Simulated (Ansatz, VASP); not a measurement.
# MnHg in VASP and in Ansatz

The input INCAR:

```
PREC = Accurate
ENCUT = 520
EDIFF = 1E-7
ISMEAR = -1
SIGMA = 0.05
LREAL = False
LASPH = True
NELM = 150
ALGO = Normal
ISIF = 2
LWAVE = False
LCHARG = False
ISPIN = 2
MAGMOM = 4 0
LORBIT = 11
LMAXMIX = 4
GGA = PE
NBANDS = 24
```

The input KPOINTS:

```
regular mesh
0
Gamma
  10 10 10
```

POSCAR

```
MnHg
1.0
    3.3151747861      0.0000000000      0.0000000000
    0.0000000000      3.3151747861      0.0000000000
    0.0000000000      0.0000000000      3.3403814070
Mn Hg
1 1
Direct
    0.5000000000      0.5000000000      0.5000000000
    0.0000000000      0.0000000000      0.0000000000
```

Input for Ansatz:

```yaml
crystal:
  lattice:
    - [3.3151747861, 0.0, 0.0]
    - [0.0, 3.3151747861, 0.0]
    - [0.0, 0.0, 3.340381407]
  atoms:
    - { symbol: Mn, position: [0.5, 0.5, 0.5], spin: 4.0 }
    - { symbol: Hg, position: [0.0, 0.0, 0.0] }
magnetization:
  spin_polarized: true
kpoints:
  mp_grid: { grid: [10, 10, 10] }
scf:
  occupations: { method: fermi_dirac, width: 0.05 }
hamiltonian:
  xc: pbe
  pseudopotentials: { kind: all_electron, lapw: { basis_error: 0.0005 } }
output:
  forces: true
  stress: true
  eigenvalues: true
```

Change from the starting cell: volume scaled by 1.025.

Alike in both runs: task single point; functional PBE; k mesh 10 × 10 × 10; occupations fermi-dirac, width 0.05 eV; collinear spin.

```csv
,VASP,Ansatz
version,VASP 6.6.1,Ansatz 0.2.0
potentials or method,"VASP PAW PBE potentials, release 64 (Mn_pv, Hg), cutoff 520 eV","all-electron LAPW, scalar-relativistic"
```

```tsv
	VASP	Ansatz	Ansatz less VASP
pressure (GPa)	0.3	-0.1	-0.43
net moment per atom (μB)	1.97	1.96	-0.001
size of the moment on the site where the two differ most (μB)	3.84	3.95	+0.113
```

Site moments also hang on the region over which each program counts them. Ansatz ran all-electron here, and VASP with PAW potentials.

Neither program's run includes spin-orbit coupling.
